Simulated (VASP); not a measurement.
Here is a VASP 6.6.1 calculation.

INCAR

```
ALGO     = Fast           # electronic algorithm
EDIFF    = 1E-6           # SCF threshold, eV
ENCUT    = 520            # plane-wave cutoff, eV
GGA      = PE             # functional
ISIF     = 2              # what is computed and relaxed
ISMEAR   = -1             # smearing method
IVDW     = 12             # dispersion correction
LASPH    = T              # aspherical terms in the spheres
LCHARG   = T              # write CHGCAR
LELF     = T              # ELF
LREAL    = F              # projectors in reciprocal space
LVHAR    = T            
LWAVE    = F              # write WAVECAR
NBANDS   = 22             # bands
NELM     = 80             # most SCF steps
PREC     = Accurate       # precision mode
SIGMA    = 0.15           # smearing width, eV
```

The input KPOINTS:

```
k-points
0
Gamma
  12 12 12
```

The input POSCAR:

```
Bi
1.0
    2.2667181149      1.3086903138      3.8754354075
   -2.2667181149      1.3086903138      3.8754354075
    0.0000000000     -2.6173806277      3.8754354075
Bi
2
Direct
    0.2378782747      0.2378782747      0.2378782747
    0.7621217253      0.7621217253      0.7621217253
```

Potentials or basis: VASP PAW PBE potentials, release 64 (Bi_d).

Run with:

```sh
$ cat potpaw_PBE.64/Bi_d/POTCAR > POTCAR
$ mpirun -np 1 vasp_std > vasp.out
```

(1) What does it give for the band gap on the k mesh?

(2) Predict the dispersion energy per atom.

(3) Predict the pressure.

(4) Estimate the largest force.

Results:

(1) zero (bands 15 and 16 overlap by 0.21 eV).

(2) -0.463 eV.

(3) 0.0 GPa.

(4) 0.006 eV/Å.

Caveat: spin-orbit coupling is left out, which moves the levels of the heavy elements.
